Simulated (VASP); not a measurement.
A run of VASP 6.6.1 is set up as follows.

Contents of INCAR:

```
SYSTEM = Ga4N5
  ALGO = Normal
  DIPOL = 0.5 0.5 0.489
  EDIFF = 1E-6
  ENCUT = 520
  GGA = PS
  GGA_COMPAT = .False.
  IDIPOL = 3
  ISIF = 2
  ISMEAR = 0
  ISPIN = 2
  LASPH = .True.
  LCHARG = .False.
  LDIPOL = .True.
  LORBIT = 11
  LREAL = .False.
  LWAVE = .False.
  MAGMOM = 0 0 0 0 3 0 0 0 0
  NBANDS = 52
  NELM = 200
  NELMDL = -8
  PREC = Accurate
  SIGMA = 0.05
```

KPOINTS

```
k-points
0
Gamma
  9 9 1
  0 0 0
```

The input POSCAR:

```
Ga4N5
1.0
    3.1825784895      0.0000000000      0.0000000000
   -1.5912892448      2.7561938215      0.0000000000
    0.0000000000      0.0000000000     27.4179595787
N Ga
5 4
Direct
    0.3333333333      0.6666666667      0.3100157755
    0.6666666667      0.3333333333      0.4045783570
    0.3333333333      0.6666666667      0.4992040051
    0.6666666667      0.3333333333      0.5937152980
    0.3333333333      0.6666666667      0.6886390501
    0.6666666667      0.3333333333      0.3333515916
    0.3333333333      0.6666666667      0.4279141731
    0.6666666667      0.3333333333      0.5226343657
    0.3333333333      0.6666666667      0.6177804408
```

Potentials or basis: VASP PAW PBE potentials, release 64 (N, Ga_d).

The run is started by

```bash
$ cat potpaw_PBE.64/N/POTCAR potpaw_PBE.64/Ga_d/POTCAR > POTCAR
$ mpirun -np 1 vasp_std > vasp.out
```

(1) Predict the largest force.

(2) Predict the net moment.

(3) Estimate the site moments.

Answers

(1) 1.927 eV/Å.

(2) 2.27 μB per cell.

(3) N -0.00, +0.01, +0.02, +0.08, +1.39; Ga -0.00, +0.00, +0.01 (each value once) μB.

Caveat: the PAW data sets were made with another functional, which shifts forces and pressure a little.
